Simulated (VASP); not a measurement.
# AlAs (sol) (F-43m) in VASP: notebook

Runs on AlAs (sol). Level: PBEsol. Tasks: single point.

Everything below comes from runs of VASP 6.6.1. Logs are shortened: lines on timing, memory, paths and dates and some standing lists are left out, and cuts for length are marked.

### Step 1. The cell of the first run

It takes space group F-43m (No. 216, cubic). Conventional cell: a = 5.675 Å, b = 5.675 Å, c = 5.675 Å, α = 90.00°, β = 90.00°, γ = 90.00°. Within 3.2 Å of Al (site symmetry -43m) lie 4 As at 2.46 Å. Within 3.2 Å of As (site symmetry -43m) lie 4 Al at 2.46 Å.

### Step 2. Single point, PBEsol

The input, INCAR:

```
  ALGO = Normal
  EDIFF = 1E-6
  ENCUT = 500
  GGA = PS
  GGA_COMPAT = False
  ISIF = 2
  ISMEAR = 0
  LASPH = True
  LCHARG = False
  LREAL = False
  LWAVE = False
  NBANDS = 11
  NELM = 120
  PREC = Accurate
  SIGMA = 0.02
```

The input, KPOINTS:

```
k-points
0
Gamma
  8 8 8
```

The input, POSCAR:

```
AlAs
1.0
    0.0000000000      2.8372989790      2.8372989790
    2.8372989790      0.0000000000      2.8372989790
    2.8372989790      2.8372989790      0.0000000000
Al As
1 1
Direct
    0.0000000000      0.0000000000      0.0000000000
    0.2500000000      0.2500000000      0.2500000000
```

Potentials or basis: VASP PAW PBE potentials, release 64 (Al, As).

Launch:

```console
cat potpaw_PBE.64/Al/POTCAR potpaw_PBE.64/As/POTCAR > POTCAR
mpirun -np 1 vasp_std > vasp.out
```

OUTCAR:

```text
EDIFF = 1E-6
   ENCUT = 500
   GGA = PS
   ISIF = 2
   ISMEAR = 0
   LASPH = True
   LREAL = False
   NELM = 120
   PREC = Accurate

 ion  position               nearest neighbor table
   1  0.000  0.000  0.000-   2 2.46   2 2.46   2 2.46   2 2.46
   2  0.250  0.250  0.250-   1 2.46   1 2.46   1 2.46   1 2.46

  LATTYP: Found a face centered cubic cell.
 ALAT       =     5.6745979580

  Lattice vectors:

 A1 = (   0.0000000000,   2.8372989790,   2.8372989790)
 A2 = (   2.8372989790,   0.0000000000,   2.8372989790)
 A3 = (   2.8372989790,   2.8372989790,   0.0000000000)

Analysis of symmetry for initial positions (statically):
=====================================================================
 Subroutine PRICEL returns:
 Original cell was already a primitive cell.

 Routine SETGRP: Setting up the symmetry group for a
 face centered cubic supercell.

 Subroutine GETGRP returns: Found 24 space group operations
 (whereof 24 operations were pure point group operations)
 out of a pool of 48 trial point group operations.

The static configuration has the point symmetry T_d .

Analysis of symmetry for dynamics (positions and initial velocities):
=====================================================================
 Subroutine PRICEL returns:
 Original cell was already a primitive cell.

 Routine SETGRP: Setting up the symmetry group for a
 face centered cubic supercell.

 Subroutine GETGRP returns: Found 24 space group operations
 (whereof 24 operations were pure point group operations)
 out of a pool of 48 trial point group operations.

The dynamic configuration has the point symmetry T_d .

 Subroutine INISYM returns: Found 24 space group operations
 (whereof 24 operations are pure point group operations),
 and found     1 'primitive' translations

----------------------------------------------------------------------------------------

                                     Primitive cell

  volume of cell :      45.6820

  direct lattice vectors                    reciprocal lattice vectors
     0.000000000  2.837298979  2.837298979    -0.176223938  0.176223938  0.176223938
     2.837298979  0.000000000  2.837298979     0.176223938 -0.176223938  0.176223938
     2.837298979  2.837298979  0.000000000     0.176223938  0.176223938 -0.176223938

  length of vectors
     4.012546697  4.012546697  4.012546697     0.305228815  0.305228815  0.305228815

  position of ions in fractional coordinates (direct lattice)
     0.000000000  0.000000000  0.000000000
     0.250000000  0.250000000  0.250000000

  ion indices of the primitive-cell ions
   primitive index   ion index
                 1           1
                 2           2

----------------------------------------------------------------------------------------

 KPOINTS: k-points

Automatic generation of k-mesh.
 Grid dimensions read from file:
 generate k-points for:    8    8    8

 Generating k-lattice:

  Cartesian coordinates                     Fractional coordinates (reciprocal lattice)
    -0.022027992  0.022027992  0.022027992     0.125000000  0.000000000  0.000000000
     0.022027992 -0.022027992  0.022027992     0.000000000  0.125000000  0.000000000
     0.022027992  0.022027992 -0.022027992     0.000000000  0.000000000  0.125000000

  Length of vectors
     0.038153602  0.038153602  0.038153602

  Shift w.r.t. Gamma in fractional coordinates (k-lattice)
     0.000000000  0.000000000  0.000000000

 Subroutine IBZKPT returns following result:
 ===========================================

 Found     29 irreducible k-points:

 Following reciprocal coordinates:
            Coordinates               Weight
  0.000000  0.000000  0.000000      1.000000
  0.125000  0.000000  0.000000      8.000000
  0.250000  0.000000  0.000000      8.000000
  0.375000  0.000000  0.000000      8.000000
  0.500000  0.000000  0.000000      4.000000
  0.125000  0.125000  0.000000      6.000000
[... 16 lines left out ...]
  0.500000  0.250000  0.125000     48.000000
 -0.375000  0.250000  0.125000     24.000000
 [... further k-points ...]
   k-points           NKPTS =     29   k-points in BZ     NKDIM =     29   number of bands    NBANDS=     11
   number of dos      NEDOS =    301   number of ions     NIONS =      2
   total plane-waves  NPLWV =  27000
   dimension x,y,z NGX =    30 NGY =   30 NGZ =   30
   dimension x,y,z NGXF=    60 NGYF=   60 NGZF=   60
   ions per type =               1   1
   NGX,Y,Z   is equivalent  to a cutoff of  12.43, 12.43, 12.43 a.u.
   NGXF,Y,Z  is equivalent  to a cutoff of  24.86, 24.86, 24.86 a.u.
 SYSTEM =  unknown system
   PREC   = accura    normal or accurate (medium, high low for compatibility)
   ISTART =      0    job   : 0-new  1-cont  2-samecut
   ICHARG =      2    charge: 1-file 2-atom 10-const
   ISPIN  =      1    spin polarized calculation?
   LNONCOLLINEAR =      F non collinear calculations
   LSORBIT =      F    spin-orbit coupling
   LASPH  =      T    aspherical Exc in radial PAW
   ENCUT  =  500.0 eV  36.75 Ry    6.06 a.u.   7.32  7.32  7.32*2*pi/ulx,y,z
   NELM   =    120;   NELMIN=  2; NELMDL= -5     # of ELM steps
   EDIFF  = 0.1E-05   stopping-criterion for ELM
   LREAL  =      F    real-space projection
   EDIFFG = 0.1E-04   stopping-criterion for IOM
   NSW    =      0    number of steps for IOM
   IBRION =     -1    ionic relax: 0-MD 1-quasi-New 2-CG
   NFREE  =      0    steps in history (QN), initial steepest desc. (CG)
   ISIF   =      2    stress and relaxation
   ISYM   =      2    0-nonsym 1-usesym 2-fastsym
   POTIM  = 0.5000    time-step for ionic-motion
   TEBEG  =    0.0;   TEEND  =   0.0 temperature during run
   PSTRESS=    0.0 pullay stress
   NELECT =       8.0000    total number of electrons
   NUPDOWN=      -1.0000    fix difference up-down
   EMIN   =  10.00;   EMAX   =-10.00  energy-range for DOS
   EFERMI =   0.00;   METHOD = LEGACY
   ISMEAR =     0;   SIGMA  =   0.02  broadening in eV -4-tet -1-fermi 0-gaus
   EFERMI_NEDOS =   21; number of points for ismear=-14 and -15
   IALGO  =     38    algorithm
   IMIX   =      4    mixing-type and parameters
     AMIX     =   0.40;   BMIX     =  1.00
     AMIX_MAG =   1.60;   BMIX_MAG =  1.00
  volume/ion in A,a.u.               =      22.84       154.14
  Fermi-wavevector in a.u.,A,eV,Ry     =   0.915918  1.730833 11.413996  0.838905
  Thomas-Fermi vector in A             =   2.040714
   LORBIT       =      0    0 simple, 1 ext, 2 COOP (PROOUT), +10 PAW based schemes
   GGA     = PS    functional components
   LHFCALC =     F    Hartree Fock is set to
   AEXX    =    0.0000 exact exchange contribution
   IVDW    =     0    specifies the selected vdW correction
   LEPSILON=     F    determine dielectric tensor
   LRPA    =     F    only Hartree local field effects (RPA)
 non-spin polarized calculation
 Gauss-broadening in eV      SIGMA  =   0.02
  energy-cutoff  :      500.00
  volume of cell :       45.68
 maximum number of plane-waves:      1211
 NGX is ok and might be reduce to    30
   NGX = 15   NGY = 15   NGZ = 15

 number of electron       8.0000000 magnetization

 Free energy of the ion-electron system (eV)
  ---------------------------------------------------
  ext. energy  EPLUGINS =         0.00000000
  ---------------------------------------------------
  free energy    TOTEN  =       -10.06468246 eV

  energy without entropy =      -10.06468246  energy(sigma->0) =      -10.06468246

 E-fermi :   3.8261     XC(G=0):  -9.1675

 val. band max:        3.7403245838   @ k =   0.0000   0.0000   0.0000
 cond. band min:       5.0718391153   @ k =   0.5000   0.5000   0.0000
 fundamental gap:      1.3315145315
 Fermi energy:         3.8261009162

 k-point     1 :       0.0000    0.0000    0.0000
  band No.  band energies     occupation
      1      -8.1058      2.00000
      2       3.7403      2.00000
      3       3.7403      2.00000
      4       3.7403      2.00000
      5       5.6632      0.00000
      6       7.9909      0.00000
      7       7.9909      0.00000
      8       7.9909      0.00000
      9      12.4112      0.00000
     10      12.7162      0.00000
     11      12.7162      0.00000

 k-point     2 :       0.1250    0.0000    0.0000
  band No.  band energies     occupation
      1      -7.9538      2.00000
      2       2.2971      2.00000
      3       3.5798      2.00000
      4       3.5798      2.00000
      5       6.4351      0.00000
      6       8.2715      0.00000
      7       8.2715      0.00000
      8       8.3693      0.00000
      9      12.0914      0.00000
     10      12.0914      0.00000
     11      13.1410      0.00000

 k-point     3 :       0.2500    0.0000    0.0000
  band No.  band energies     occupation
      1      -7.5320      2.00000
      2       0.3436      2.00000
      3       3.2635      2.00000
      4       3.2635      2.00000
      5       6.2682      0.00000
      6       8.6066      0.00000
      7       8.6066      0.00000
      8      10.0772      0.00000
      9      11.9806      0.00000
     10      11.9806      0.00000
     11      12.9481      0.00000

 k-point     4 :       0.3750    0.0000    0.0000
  band No.  band energies     occupation
      1      -6.9866      2.00000
      2      -1.1979      2.00000
      3       3.0112      2.00000
      4       3.0112      2.00000
      5       5.9241      0.00000
      6       8.4849      0.00000
      7       8.4849      0.00000
      8      11.2846      0.00000
      9      13.2757      0.00000
     10      13.2757      0.00000
     11      13.3112      0.00000

 k-point     5 :       0.5000    0.0000    0.0000
  band No.  band energies     occupation
      1      -6.6953      2.00000
      2      -1.8303      2.00000
      3       2.9196      2.00000
      4       2.9196      2.00000
      5       5.7943      0.00000
      6       8.3663      0.00000
      7       8.3663      0.00000
      8      11.3042      0.00000
      9      14.7419      0.00000
     10      15.2108      0.00000
     11      15.2108      0.00000
[... 211 lines left out ...]
 k-point    21 :       0.5000    0.5000    0.0000
  band No.  band energies     occupation
      1      -6.1515      2.00000
      2      -1.6775      2.00000
      3       1.5703      2.00000
      4       1.5703      2.00000
      5       5.0718      0.00000
      6       5.9569      0.00000
      7      13.9662      0.00000
      8      13.9662      0.00000
      9      15.3292      0.00000
     10      16.2446      0.00000
     11      16.2446      0.00000

 k-point    22 :       0.3750    0.2500    0.1250
  band No.  band energies     occupation
      1      -7.1793      2.00000
      2      -0.0301      2.00000
      3       1.7818      2.00000
      4       2.7647      2.00000
      5       7.2628      0.00000
      6       7.9381      0.00000
      7       8.9576      0.00000
      8      10.2080      0.00000
      9      11.8296      0.00000
     10      14.0819      0.00000
     11      15.6340      0.00000

 k-point    23 :       0.5000    0.2500    0.1250
  band No.  band energies     occupation
      1      -6.6888      2.00000
      2      -1.0375      2.00000
      3       1.1937      2.00000
      4       2.3815      2.00000
      5       7.3436      0.00000
      6       8.1194      0.00000
      7       9.4450      0.00000
      8      10.5365      0.00000
      9      12.9840      0.00000
     10      14.1874      0.00000
     11      15.7671      0.00000

 k-point    24 :      -0.3750    0.2500    0.1250
  band No.  band energies     occupation
      1      -6.4354      2.00000
      2      -1.5150      2.00000
      3       1.0420      2.00000
      4       2.1978      2.00000
      5       7.3347      0.00000
      6       7.8967      0.00000
      7      10.3547      0.00000
      8      11.2855      0.00000
      9      12.0075      0.00000
     10      14.6284      0.00000
     11      15.8928      0.00000

 [... further k-points ...]

------------------------ aborting loop because EDIFF is reached ----------------------------------------

  FORCE on cell =-STRESS in cart. coord.  units (eV):
  Direction    XX          YY          ZZ          XY          YZ          ZX
  --------------------------------------------------------------------------------------
  -------------------------------------------------------------------------------------
  Total        0.0778577      0.0778577      0.0778577     -0.0000000      0.0000000     -0.0000000
  in kB        2.7306564      2.7306564      2.7306564     -0.0000000      0.0000000     -0.0000000
  external PRESSURE =       2.7306564 kB  Pullay stress =       0.0000000 kB

 VOLUME and BASIS-vectors are now :
 -----------------------------------------------------------------------------
  energy-cutoff  :      500.00
  volume of cell :       45.68
      direct lattice vectors                 reciprocal lattice vectors
     0.000000000  2.837298979  2.837298979    -0.176223938  0.176223938  0.176223938
     2.837298979  0.000000000  2.837298979     0.176223938 -0.176223938  0.176223938
     2.837298979  2.837298979  0.000000000     0.176223938  0.176223938 -0.176223938

 POSITION                                       TOTAL-FORCE (eV/Angst)
 -----------------------------------------------------------------------------------
      0.00000      0.00000      0.00000        -0.000000     -0.000000     -0.000000
      1.41865      1.41865      1.41865         0.000000      0.000000      0.000000
 -----------------------------------------------------------------------------------
    total drift:                                0.000000      0.000000      0.000000

  FREE ENERGIE OF THE ION-ELECTRON SYSTEM (eV)
  ---------------------------------------------------
  free  energy   TOTEN  =       -10.0646824595 eV

  energy  without entropy=      -10.0646824595  energy(sigma->0) =      -10.06468246
```

Run time: 6.5 s. Hardware: 1 thread of Intel Xeon 6975P-C (Granite Rapids), shared host; peak memory 0.17 GiB.

What came out:

```
Free energy            : -10.0647 eV
Pressure               : 0.3 GPa
Band gap on the k mesh : 1.33 eV, indirect (least direct gap 1.92 eV)
```

Caveat: the PAW data sets were made with another functional, which shifts forces and pressure a little. A k mesh can miss the band edges.

[end of part 1 of 2]
